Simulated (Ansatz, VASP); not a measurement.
## Two plane-wave programs on Be4Se

INCAR

```
SYSTEM = Be4Se
ALGO = Normal ; EDIFF = 1E-6
EDIFFG = -0.01 ; ENCUT = 600
GGA = PE ; IBRION = 2
ISIF = 3 ; ISMEAR = 0
LASPH = .TRUE. ; LCHARG = .FALSE.
LREAL = .FALSE. ; LWAVE = .FALSE.
NELM = 60 ; NSW = 100
PREC = Accurate ; SIGMA = 0.1
```

The input KPOINTS:

```
k-points
0
G
  10 10 12
  0 0 0
```

File POSCAR:

```
Be4Se
1.0
    2.7479584352     -3.3371372960      0.0000000000
    2.7479584352      3.3371372960      0.0000000000
    0.0000000000      0.0000000000      3.4314730548
Be Se
4 1
Direct
    0.6772242594      0.6772242594      0.5000000000
    0.3227757406      0.3227757406      0.5000000000
    0.6587089361      0.3412910639      0.0000000000
    0.3412910639      0.6587089361      0.0000000000
    0.0000000000      0.0000000000      0.0000000000
```

Input for Ansatz:

```yaml
crystal:
  lattice:
    - [2.7479584352, -3.337137296, 0.0]
    - [2.7479584352, 3.337137296, 0.0]
    - [0.0, 0.0, 3.4314730548]
  atoms:
    - { symbol: Be, position: [0.6772242594, 0.6772242594, 0.5] }
    - { symbol: Be, position: [0.3227757406, 0.3227757406, 0.5] }
    - { symbol: Be, position: [0.6587089361, 0.3412910639, 0.0] }
    - { symbol: Be, position: [0.3412910639, 0.6587089361, 0.0] }
    - { symbol: Se, position: [0.0, 0.0, 0.0] }
basis:
  ecutwfc: 420
kpoints:
  mp_grid: { grid: [10, 10, 12] }
hamiltonian:
  xc: pbe
scf:
  occupations: { method: gaussian, width: 0.1 }
output:
  forces: true
  stress: true
  eigenvalues: true
  write_density: true
  write_potential: true
  elf: true
  volumetric_format: npy
relax:
  adjacent_minimum: "off"
  f_tol: 0.01
  max_steps: 80
  cell: { stress_tol: 0.05 }
```

Change from the starting cell: species swapped into the OsCl4 type (Cmmm, No. 65).

Alike in both runs: task relaxation of cell and atoms; functional PBE; k mesh 10 × 10 × 12; occupations gaussian, width 0.1 eV; no spin polarisation.

|  | VASP | Ansatz |
| --- | --- | --- |
| version | VASP 6.6.1 | Ansatz 0.2.0 |
| potentials or method | VASP PAW PBE potentials, release 64 (Be, Se), cutoff 600 eV | scalar-relativistic, plane waves, PAW |
| valence electrons in the cell | 14 | 24 |

```tsv
	VASP	Ansatz	Ansatz less VASP
gap on the k mesh at the Fermi level, each at its own relaxed structure (eV)	none	none	-
relaxed volume (Å³/atom)	12.45	12.44	-0.012
relaxed cell length with the largest relative difference (Å)	4.298	4.296	-0.0021
```

A gap of «none» marks a metal or a gap that the smearing closes. VASP's potentials hold 14 valence electrons a cell and Ansatz's 24, so a difference there can come from the potentials and not from the codes.
